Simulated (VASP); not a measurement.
# PbSe (Fm-3m) in VASP: single point with PBE-based screened hybrid with 100 % exact exchange

Aim: the single point of PbSe with PBE-based screened hybrid with 100 % exact exchange.

Everything below comes from runs of VASP 6.6.1. Logs are shortened: lines on timing, memory, paths and dates and some standing lists are left out, and cuts for length are marked.

### Step 1. The cell of the first run

The structure is cubic, space group Fm-3m (No. 225). Conventional cell: a = 6.177 Å, b = 6.177 Å, c = 6.177 Å, α = 90.00°, β = 90.00°, γ = 90.00°. Pb (site symmetry m-3m) has 6 Se at 3.09 Å within 4.1 Å. Within 4.1 Å of Se (site symmetry m-3m) lie 6 Pb at 3.09 Å.

### Step 2. Single point, PBE-based screened hybrid with 100 % exact exchange

The input, POSCAR:

```
PbSe
1.0
    0.0000000000      3.0887022205      3.0887022205
    3.0887022205      0.0000000000      3.0887022205
    3.0887022205      3.0887022205      0.0000000000
Pb Se
1 1
Direct
    0.0000000000      0.0000000000      0.0000000000
    0.5000000000      0.5000000000      0.5000000000
```

The input, INCAR.step1:

```
SYSTEM = PbSe
ALGO     = Normal         ! electronic algorithm
EDIFF    = 1E-5           ! SCF threshold, eV
ENCUT    = 520            ! plane-wave cutoff, eV
GGA      = PE             ! functional
ISIF     = 2              ! what is computed and relaxed
ISMEAR   = 0              ! smearing method
LASPH    = .True.         ! aspherical terms in the spheres
LCHARG   = .False.        ! write CHGCAR
LREAL    = .False.        ! projectors in reciprocal space
LWAVE    = .True.         ! write WAVECAR
NBANDS   = 17             ! bands
NELM     = 60             ! most SCF steps
PREC     = Accurate       ! precision mode
SIGMA    = 0.01           ! smearing width, eV
```

The input, INCAR.step2:

```
SYSTEM = PbSe
AEXX     = 1.0            ! exact-exchange fraction
AGGAC    = 1.0          
ALDAC    = 1.0          
ALGO     = Normal         ! electronic algorithm
EDIFF    = 1E-7           ! SCF threshold, eV
ENCUT    = 520            ! plane-wave cutoff, eV
GGA      = PE             ! functional
HFSCREEN = 0.5            ! screening, 1/A
ISIF     = 2              ! what is computed and relaxed
ISMEAR   = 0              ! smearing method
ISTART   = 1            
LASPH    = .True.         ! aspherical terms in the spheres
LCHARG   = .False.        ! write CHGCAR
LHFCALC  = .True.         ! exact exchange
LREAL    = .False.        ! projectors in reciprocal space
LWAVE    = .False.        ! write WAVECAR
NBANDS   = 17             ! bands
NELM     = 60             ! most SCF steps
PREC     = Accurate       ! precision mode
PRECFOCK = Normal       
SIGMA    = 0.01           ! smearing width, eV
```

The input, KPOINTS:

```
k-points
0
Gamma
  4 4 4
  0 0 0
```

Potentials or basis: VASP PAW PBE potentials, release 64 (Pb_d, Se).

Run with:

```bash
$ cat potpaw_PBE.64/Pb_d/POTCAR potpaw_PBE.64/Se/POTCAR > POTCAR
$ cp INCAR.step1 INCAR
$ mpirun -np 1 vasp_std > vasp.out
$ cp INCAR.step2 INCAR
$ mpirun -np 1 vasp_std > vasp.out
```

OUTCAR:

```text
SYSTEM = PbSe
   AEXX = 1.0
   EDIFF = 1E-7
   ENCUT = 520
   GGA = PE
   HFSCREEN = 0.5
   ISIF = 2
   ISMEAR = 0
   ISTART = 1
   LASPH = .True.
   LHFCALC = .True.
   LREAL = .False.
   NELM = 60
   PREC = Accurate
   PRECFOCK = Normal

 ion  position               nearest neighbor table
   1  0.000  0.000  0.000-   2 3.09   2 3.09   2 3.09   2 3.09   2 3.09   2 3.09
   2  0.500  0.500  0.500-   1 3.09   1 3.09   1 3.09   1 3.09   1 3.09   1 3.09

  LATTYP: Found a face centered cubic cell.
 ALAT       =     6.1774044410

  Lattice vectors:

 A1 = (   0.0000000000,   3.0887022205,   3.0887022205)
 A2 = (   3.0887022205,   0.0000000000,   3.0887022205)
 A3 = (   3.0887022205,   3.0887022205,   0.0000000000)

Analysis of symmetry for initial positions (statically):
=====================================================================
 Subroutine PRICEL returns:
 Original cell was already a primitive cell.

 Routine SETGRP: Setting up the symmetry group for a
 face centered cubic supercell.

 Subroutine GETGRP returns: Found 48 space group operations
 (whereof 48 operations were pure point group operations)
 out of a pool of 48 trial point group operations.

The static configuration has the point symmetry O_h .

Analysis of symmetry for dynamics (positions and initial velocities):
=====================================================================
 Subroutine PRICEL returns:
 Original cell was already a primitive cell.

 Routine SETGRP: Setting up the symmetry group for a
 face centered cubic supercell.

 Subroutine GETGRP returns: Found 48 space group operations
 (whereof 48 operations were pure point group operations)
 out of a pool of 48 trial point group operations.

The dynamic configuration has the point symmetry O_h .

 Subroutine INISYM returns: Found 48 space group operations
 (whereof 48 operations are pure point group operations),
 and found     1 'primitive' translations

----------------------------------------------------------------------------------------

                                     Primitive cell

  volume of cell :      58.9329

  direct lattice vectors                    reciprocal lattice vectors
     0.000000000  3.088702221  3.088702221    -0.161880286  0.161880286  0.161880286
     3.088702221  0.000000000  3.088702221     0.161880286 -0.161880286  0.161880286
     3.088702221  3.088702221  0.000000000     0.161880286  0.161880286 -0.161880286

  length of vectors
     4.368084570  4.368084570  4.368084570     0.280384881  0.280384881  0.280384881

  position of ions in fractional coordinates (direct lattice)
     0.000000000  0.000000000  0.000000000
     0.500000000  0.500000000  0.500000000

  ion indices of the primitive-cell ions
   primitive index   ion index
                 1           1
                 2           2

----------------------------------------------------------------------------------------

 KPOINTS: k-points

Automatic generation of k-mesh.
 Grid dimensions read from file:
 generate k-points for:    4    4    4

 Generating k-lattice:

  Cartesian coordinates                     Fractional coordinates (reciprocal lattice)
    -0.040470072  0.040470072  0.040470072     0.250000000  0.000000000  0.000000000
     0.040470072 -0.040470072  0.040470072     0.000000000  0.250000000  0.000000000
     0.040470072  0.040470072 -0.040470072     0.000000000  0.000000000  0.250000000

  Length of vectors
     0.070096220  0.070096220  0.070096220

  Shift w.r.t. Gamma in fractional coordinates (k-lattice)
     0.000000000  0.000000000  0.000000000

 Subroutine IBZKPT returns following result:
 ===========================================

 Found      8 irreducible k-points:

 Following reciprocal coordinates:
            Coordinates               Weight
  0.000000  0.000000  0.000000      1.000000
  0.250000  0.000000  0.000000      8.000000
  0.500000  0.000000  0.000000      4.000000
  0.250000  0.250000  0.000000      6.000000
  0.500000  0.250000  0.000000     24.000000
 -0.250000  0.250000  0.000000     12.000000
  0.500000  0.500000  0.000000      3.000000
 -0.250000  0.500000  0.250000      6.000000
   k-points           NKPTS =      8   k-points in BZ     NKDIM =     64   number of bands    NBANDS=     17
   number of dos      NEDOS =    301   number of ions     NIONS =      2
   total plane-waves  NPLWV =  32768
   dimension x,y,z NGX =    32 NGY =   32 NGZ =   32
   dimension x,y,z NGXF=    64 NGYF=   64 NGZF=   64
   ions per type =               1   1
   NGX,Y,Z   is equivalent  to a cutoff of  12.18, 12.18, 12.18 a.u.
   NGXF,Y,Z  is equivalent  to a cutoff of  24.36, 24.36, 24.36 a.u.
 SYSTEM =  PbSe
   PREC   = accura    normal or accurate (medium, high low for compatibility)
   ISTART =      1    job   : 0-new  1-cont  2-samecut
   ICHARG =      0    charge: 1-file 2-atom 10-const
   ISPIN  =      1    spin polarized calculation?
   LNONCOLLINEAR =      F non collinear calculations
   LSORBIT =      F    spin-orbit coupling
   LASPH  =      T    aspherical Exc in radial PAW
   ENCUT  =  520.0 eV  38.22 Ry    6.18 a.u.   8.12  8.12  8.12*2*pi/ulx,y,z
   NELM   =     60;   NELMIN=  2; NELMDL=  0     # of ELM steps
   EDIFF  = 0.1E-06   stopping-criterion for ELM
   LREAL  =      F    real-space projection
   EDIFFG = 0.1E-05   stopping-criterion for IOM
   NSW    =      0    number of steps for IOM
   IBRION =     -1    ionic relax: 0-MD 1-quasi-New 2-CG
   NFREE  =      0    steps in history (QN), initial steepest desc. (CG)
   ISIF   =      2    stress and relaxation
   ISYM   =      3    0-nonsym 1-usesym 2-fastsym
   POTIM  = 0.5000    time-step for ionic-motion
   TEBEG  =    0.0;   TEEND  =   0.0 temperature during run
   PSTRESS=    0.0 pullay stress
   NELECT =      20.0000    total number of electrons
   NUPDOWN=      -1.0000    fix difference up-down
   EMIN   =  10.00;   EMAX   =-10.00  energy-range for DOS
   EFERMI =   0.00;   METHOD = LEGACY
   ISMEAR =     0;   SIGMA  =   0.01  broadening in eV -4-tet -1-fermi 0-gaus
   EFERMI_NEDOS =   21; number of points for ismear=-14 and -15
   IALGO  =     38    algorithm
   IMIX   =      1    mixing-type and parameters
     AMIX     =   0.40;   BMIX     =  1.00
     AMIX_MAG =   1.60;   BMIX_MAG =  1.00
  volume/ion in A,a.u.               =      29.47       198.85
  Fermi-wavevector in a.u.,A,eV,Ry     =   1.141911  2.157898 17.741452  1.303960
  Thomas-Fermi vector in A             =   2.278610
   LORBIT       =      0    0 simple, 1 ext, 2 COOP (PROOUT), +10 PAW based schemes
   GGA     = PE    functional components
   LHFCALC =     T    Hartree Fock is set to
   PRECFOCK=normal    Normal, Fast or Accurate (Low or Medium for compatibility)
   ENCUT4O =  -1.0   cutoff for four orbital integrals eV
   NKREDX  =     1    reduce k-point grid by
   NKREDY  =     1    reduce k-point grid by
   NKREDZ  =     1    reduce k-point grid by
   AEXX    =    1.0000 exact exchange contribution
   HFSCREEN=    0.5000 screening length (either q_TF or 0.3 A-1)
   HFSCREENC=   0.5000 screening length for correlation (either q_TF or 0.3 A-1)
   ENCUTFOCK=  -1.0 apply spherical cutoff to Coloumb kernel
   IVDW    =     0    specifies the selected vdW correction
   LEPSILON=     F    determine dielectric tensor
   LRPA    =     F    only Hartree local field effects (RPA)
 non-spin polarized calculation
 Gauss-broadening in eV      SIGMA  =   0.01
  energy-cutoff  :      520.00
  volume of cell :       58.93
 maximum number of plane-waves:      1604
  NGX = 28; NGY = 28; NGZ = 28

 number of electron      19.9999993 magnetization

 Free energy of the ion-electron system (eV)
  ---------------------------------------------------
  ext. energy  EPLUGINS =         0.00000000
  ---------------------------------------------------
  free energy    TOTEN  =       -11.66602079 eV

  energy without entropy =      -11.66602079  energy(sigma->0) =      -11.66602079

 E-fermi :   4.2552     XC(G=0):  -4.6967

 val. band max:        4.1783424889   @ k =   0.5000   0.0000   0.0000
 cond. band min:       5.2728249363   @ k =   0.5000   0.0000   0.0000
 fundamental gap:      1.0944824474
 Fermi energy:         4.2551797215

 k-point     1 :       0.0000    0.0000    0.0000
  band No.  band energies     occupation
      1     -18.2359      2.00000
      2     -18.2359      2.00000
      3     -18.2043      2.00000
      4     -18.2043      2.00000
      5     -18.2043      2.00000
      6     -13.0051      2.00000
[... 9 lines left out ...]
     16      11.7862      0.00000
     17      13.6485      0.00000

 k-point     2 :       0.2500    0.0000    0.0000
  band No.  band energies     occupation
      1     -18.2455      2.00000
      2     -18.2455      2.00000
      3     -18.2024      2.00000
      4     -18.1937      2.00000
      5     -18.1937      2.00000
      6     -12.4984      2.00000
[... 9 lines left out ...]
     16      13.1634      0.00000
     17      17.0141      0.00000

 k-point     3 :       0.5000    0.0000    0.0000
  band No.  band energies     occupation
      1     -18.2566      2.00000
      2     -18.2566      2.00000
      3     -18.2009      2.00000
      4     -18.1818      2.00000
      5     -18.1818      2.00000
      6     -11.8344      2.00000
[... 9 lines left out ...]
     16      15.9901      0.00000
     17      16.0159      0.00000

 k-point     4 :       0.2500    0.2500    0.0000
  band No.  band energies     occupation
      1     -18.2804      2.00000
      2     -18.2283      2.00000
      3     -18.2106      2.00000
      4     -18.1874      2.00000
      5     -18.1874      2.00000
      6     -12.3159      2.00000
[... 9 lines left out ...]
     16      15.3008      0.00000
     17      15.3010      0.00000

 k-point     5 :       0.5000    0.2500    0.0000
  band No.  band energies     occupation
      1     -18.3035      2.00000
      2     -18.2379      2.00000
      3     -18.2043      2.00000
      4     -18.1819      2.00000
      5     -18.1766      2.00000
      6     -11.6443      2.00000
[... 9 lines left out ...]
     16      16.5578      0.00000
     17      17.2463      0.00000

 k-point     6 :      -0.2500    0.2500    0.0000
  band No.  band energies     occupation
      1     -18.2698      2.00000
      2     -18.2520      2.00000
      3     -18.1952      2.00000
      4     -18.1887      2.00000
      5     -18.1860      2.00000
      6     -11.8746      2.00000
[... 9 lines left out ...]
     16      15.1798      0.00000
     17      16.1502      0.00000

 k-point     7 :       0.5000    0.5000    0.0000
  band No.  band energies     occupation
      1     -18.3521      2.00000
      2     -18.2208      2.00000
      3     -18.2170      2.00000
      4     -18.1694      2.00000
      5     -18.1693      2.00000
      6     -11.4308      2.00000
[... 9 lines left out ...]
     16      17.5729      0.00000
     17      18.5845      0.00000

 k-point     8 :      -0.2500    0.5000    0.2500
  band No.  band energies     occupation
      1     -18.3197      2.00000
      2     -18.2393      2.00000
      3     -18.1939      2.00000
      4     -18.1939      2.00000
      5     -18.1694      2.00000
      6     -11.4070      2.00000
[... 9 lines left out ...]
     16      17.7275      0.00000
     17      18.6534      0.00000

------------------------ aborting loop because EDIFF is reached ----------------------------------------

  FORCE on cell =-STRESS in cart. coord.  units (eV):
  Direction    XX          YY          ZZ          XY          YZ          ZX
  --------------------------------------------------------------------------------------
  -------------------------------------------------------------------------------------
  Total       -0.7079361     -0.7079361     -0.7079361     -0.0000000      0.0000000     -0.0000000
  in kB      -19.2462676    -19.2462676    -19.2462676     -0.0000000      0.0000000     -0.0000000
  external PRESSURE =     -19.2462676 kB  Pullay stress =       0.0000000 kB

 VOLUME and BASIS-vectors are now :
 -----------------------------------------------------------------------------
  energy-cutoff  :      520.00
  volume of cell :       58.93
      direct lattice vectors                 reciprocal lattice vectors
     0.000000000  3.088702221  3.088702221    -0.161880286  0.161880286  0.161880286
     3.088702221  0.000000000  3.088702221     0.161880286 -0.161880286  0.161880286
     3.088702221  3.088702221  0.000000000     0.161880286  0.161880286 -0.161880286

 POSITION                                       TOTAL-FORCE (eV/Angst)
 -----------------------------------------------------------------------------------
      0.00000      0.00000      0.00000        -0.000000      0.000000     -0.000000
      3.08870      3.08870      3.08870         0.000000     -0.000000      0.000000
 -----------------------------------------------------------------------------------
    total drift:                               -0.000000     -0.000000     -0.000001

  FREE ENERGIE OF THE ION-ELECTRON SYSTEM (eV)
  ---------------------------------------------------
  free  energy   TOTEN  =       -11.6660207864 eV

  energy  without entropy=      -11.6660207864  energy(sigma->0) =      -11.66602079
```

Run time: 23 min. Hardware: 1 thread of Intel Xeon Platinum 8259CL at 2.50GHz (Skylake/Cascade Lake), shared host; peak memory 0.3 GiB.

Results:

```yaml
Free_energy: -11.6660 eV
Pressure: -1.9 GPa
Band_gap_on_the_k_mesh: 1.09 eV
```

Levels at points of the mesh, in eV from the valence-band top:
| k point | band 8 | band 9 | band 10 | band 11 | band 12 | band 13 |
| --- | --- | --- | --- | --- | --- | --- |
| (0.00, 0.00, 0.00) | -2.51 | -2.51 | -2.51 | 6.07 | 6.07 | 6.07 |
| (0.50, 0.00, 0.00) | -2.16 | -2.16 | 0.00 | 1.09 | 2.55 | 2.55 |
| (0.50, 0.50, 0.00) | -5.92 | -4.00 | -4.00 | 4.51 | 7.06 | 7.06 |

Caveat: the k points lie up to 0.44 Å⁻¹ apart; the PAW data sets were made with another functional, which shifts forces and pressure a little; spin-orbit coupling is left out, which moves the levels of the heavy elements.
